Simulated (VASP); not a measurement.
Crystal: KBr.

```
CELL_PARAMETERS angstrom
4.04350 0.00000 0.00000
0.00000 4.04350 0.00000
0.00000 0.00000 4.04350
ATOMIC_POSITIONS crystal
K 0.00000 0.00000 0.00000
Br 0.50000 0.50000 0.50000
```

| Property | Result |
| --- | --- |
| Program | VASP 6.6.1 |
| Task | relaxation of cell and atoms |
| Functional | r2SCAN |
| Potentials or basis | VASP PAW PBE potentials, release 64 (K_sv, Br) |
| Cutoff | 600 eV |
| k mesh | 6 × 6 × 6 |
| Occupations | fermi-dirac, width 0.02 eV |
| Spin | no spin polarisation |

At the start: pressure -0.8 GPa; volume 33.06 Å³/atom.

Task: Where does the relaxation end?

Result: Over 4 steps the energy falls by 4.4 meV/atom and the volume is 31.44 Å³/atom (-4.9 %); space group Pm-3m (No. 221, to 0.1 Å) before and after.

The path:
```csv
step,energy change (eV),largest force (eV/Å),pressure (GPa),volume (Å³)
1,0.0000,0.0000,-0.83,66.11
2,-0.0066,0.0000,-0.45,64.48
3,-0.0089,0.0000,-0.06,63.07
4,-0.0089,0.0000,0.01,62.87
```

Final structure:
```yaml
crystal:
  lattice:
    - [3.97636, 0.00000, 0.00000]
    - [0.00000, 3.97636, 0.00000]
    - [0.00000, 0.00000, 3.97636]
  atoms:
    - { symbol: K, position: [0.00000, 0.00000, 0.00000] }
    - { symbol: Br, position: [0.50000, 0.50000, 0.50000] }
```

Caveat: the PAW data sets were made with another functional, which shifts forces and pressure a little.
